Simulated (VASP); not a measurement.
Set up this calculation in VASP 6.6.1, as the native input.

* Task: single point
* Functional: LDA
* Potentials or basis: VASP PAW LDA potentials, release 64 (Sr_sv, H, I)
* Cutoff: 520 eV
* k mesh: 4 × 4 × 4
* Occupations: gaussian, width 0.01 eV
* Spin: no spin polarisation
* Dipole correction: no
* Further INCAR settings: ALGO = Normal; EDIFF = 1e-06; NBANDS = 27

The structure of SrHI lies in POSCAR:

```
SrHI
1.0
    4.2511857594      0.0000000000      0.0000000000
    0.0000000000      4.2511857594      0.0000000000
    0.0000000000      0.0000000000      8.2183755815
Sr H I
2 2 2
Direct
    0.0000000000      0.5000000000      0.2000000000
    0.5000000000      0.0000000000      0.8000000000
    0.0000000000      0.0000000000      0.0000000000
    0.5000000000      0.5000000000      0.0000000000
    0.0000000000      0.5000000000      0.7000000000
    0.5000000000      0.0000000000      0.3000000000
```

The input as run:

INCAR

```
  ALGO = Normal
  EDIFF = 1E-6
  ENCUT = 520
  GGA = CA
  ISIF = 2
  ISMEAR = 0
  LASPH = T
  LCHARG = F
  LREAL = F
  LWAVE = F
  NBANDS = 27
  NELM = 100
  PREC = Accurate
  SIGMA = 0.01
```

KPOINTS

```
k-points
0
Gamma
  4 4 4
```

Potentials or basis: VASP PAW LDA potentials, release 64 (Sr_sv, H, I).

Launch:

```sh
$ cat potpaw_LDA.64/Sr_sv/POTCAR potpaw_LDA.64/H/POTCAR potpaw_LDA.64/I/POTCAR > POTCAR
$ mpirun -np 1 vasp_std > vasp.out
```

Results of the run:

| Property | Result |
| --- | --- |
| Pressure | 1.0 GPa |
| Largest force | 1.775 eV/Å |
| Band gap on the k mesh | 1.76 eV, direct |

Caveat: spin-orbit coupling is left out, which moves the levels of the heavy elements; forces of over 1 eV/Å act on the atoms, so gaps and moduli don't describe the material at rest.

It took 26 s on 1 thread of Intel(R) Xeon(R) 6975P-C (Granite Rapids) (shared host), peak memory 0.24 GiB.
